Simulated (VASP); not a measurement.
Runs of VASP 6.6.1 on CuAu. The structure is that of space group P4/mmm (No. 123), or close to it. The cells are those of the table. 

| task | cell | cutoff (eV) | gap on the mesh (eV) | pressure (GPa) | relaxed volume (Å³/atom) |
| --- | --- | --- | --- | --- | --- |
| single point | a = 2.909, b = 2.909, c = 3.543 Å, 2 atoms | 520 | none | 0.0 | - |
| relaxation of cell and atoms | relaxed from a = 2.811, b = 2.811, c = 3.685 Å, 2 atoms | 600 | none | 0.0 | 15.01 |
| relaxation of cell and atoms | relaxed from a = 2.909, b = 2.909, c = 3.543 Å, 2 atoms | 600 | none | 0.0 | (a) |
| electric field gradients | a = 2.909, b = 2.909, c = 3.543 Å, 2 atoms | 520 | none | 0.0 | - |

Alike in all rows: level PBE; potentials or basis VASP PAW PBE potentials, release 64 (Cu, Au); no spin polarisation; k mesh 15 × 15 × 11; smearing fermi-dirac 0.05 eV.

Fill in the values left out.

(a) 14.99.

Caveats: spin-orbit coupling is left out, which moves the levels of the heavy elements.

A k mesh can miss the band edges, and the runs leave out spin-orbit coupling on Au.

A gap of «none» marks levels without a gap at the run's occupations.
